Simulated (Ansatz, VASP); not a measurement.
**TlPb2: VASP beside Ansatz**

```xyz
6
Lattice="0.0000 4.6377 4.6377 4.6377 0.0000 4.6377 4.6377 4.6377 0.0000" Properties=species:S:1:pos:R:3 pbc="T T T"
Tl    0.0000    0.0000    0.0000
Tl    2.3189    2.3189    2.3189
Pb    5.7972    5.7972    5.7972
Pb    5.7972    3.4783    3.4783
Pb    3.4783    5.7972    3.4783
Pb    3.4783    3.4783    5.7972
```

Alike in both runs: task single point; functional PBE; k mesh 8 × 8 × 8; occupations gaussian, width 0.1 eV; no spin polarisation.

|  | VASP | Ansatz |
| --- | --- | --- |
| version | VASP 6.6.1 | Ansatz 0.2.0 |
| potentials or method | VASP PAW PBE potentials, release 64 (Tl_d, Pb_d), cutoff 520 eV | scalar-relativistic, plane waves, PAW |
| valence electrons in the cell | 82 | 82 |

```tsv
	VASP	Ansatz	Ansatz less VASP
gap on the k mesh at the Fermi level (eV)	none	none	-
pressure (GPa)	0.9	1.0	+0.06
```

A gap of «none» marks a metal or a gap that the smearing closes. With one functional, cell and mesh, what is left measures potentials, basis and numerics.

Neither program's run includes spin-orbit coupling.
